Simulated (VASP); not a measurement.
Si, 2 atoms in the cell. It takes space group Fd-3m (No. 227, cubic). Conventional cell: a = 5.427 Å, b = 5.427 Å, c = 5.427 Å, α = 90.00°, β = 90.00°, γ = 90.00°. Within 3.1 Å of Si (site symmetry -43m) lie 4 Si at 2.35 Å. 

- Program: VASP 6.6.1
- Task: single point
- Functional: BLYP
- Potentials or basis: VASP PAW PBE potentials, release 64 (Si)
- Cutoff: 500 eV
- k mesh: 8 × 8 × 8
- Occupations: gaussian, width 0.01 eV
- Spin: no spin polarisation
- Dipole correction: no
- Further INCAR settings: ALGO = Normal; EDIFF = 1e-06; NBANDS = 11

Potentials or basis: VASP PAW PBE potentials, release 64 (Si).

Run with:

```bash
$ cat potpaw_PBE.64/Si/POTCAR > POTCAR
$ mpirun -np 1 vasp_std > vasp.out
```

Hardware: 1 thread of Intel Xeon 6975P-C, on a shared host.

Question: Estimate the wall time of this run.

Answer: Run time: 14 s on 1 thread of Intel Xeon 6975P-C, with other jobs on the host, peak memory 0.15 GiB. Counts: scf iterations 11, k points 29.
